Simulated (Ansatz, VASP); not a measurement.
**MoS2 in VASP and in Ansatz**

```
Mo S
1.0
     1.58150    0.91308    6.12333
    -1.58150    0.91308    6.12333
     0.00000   -3.65232   12.24666
Mo S
2 4
Cartesian
  0.0000 0.0000 0.0000
  0.0000 -1.8262 6.1233
  0.0000 0.0000 13.7481
  0.0000 0.0000 10.7446
  0.0000 -1.8262 19.8714
  0.0000 -1.8262 16.8679
```

Alike in both runs: task single point; functional LDA; k mesh 7 × 7 × 4; occupations gaussian, width 0.05 eV; collinear spin; Hubbard terms Mo d U = 4.0 eV.

|  | VASP | Ansatz |
| --- | --- | --- |
| version | VASP 6.6.1 | Ansatz 0.2.0 |
| potentials or method | VASP PAW LDA potentials, release 64 (Mo_sv, S), cutoff 520 eV | scalar-relativistic, plane waves, PAW |
| valence electrons in the cell | 52 | 52 |

```csv
,VASP,Ansatz,Ansatz less VASP
gap on the k mesh at the Fermi level (eV),0.80,0.72,-0.088
least direct gap on the mesh (eV),1.50,1.52,+0.017
pressure (GPa),4.0,1.3,-2.64
rms of the force components (eV/Å),0.524,0.381,-0.1431
net moment per atom (μB),0.00,0.00,0.000
```

LDA's correlation is that of Perdew and Zunger in VASP and of Perdew and Wang (1992) in Ansatz. The programs project onto different local orbitals, so the same U acts differently, and such runs can settle in different states. Ansatz's warnings: seeded moment not kept, specified occupation not kept.
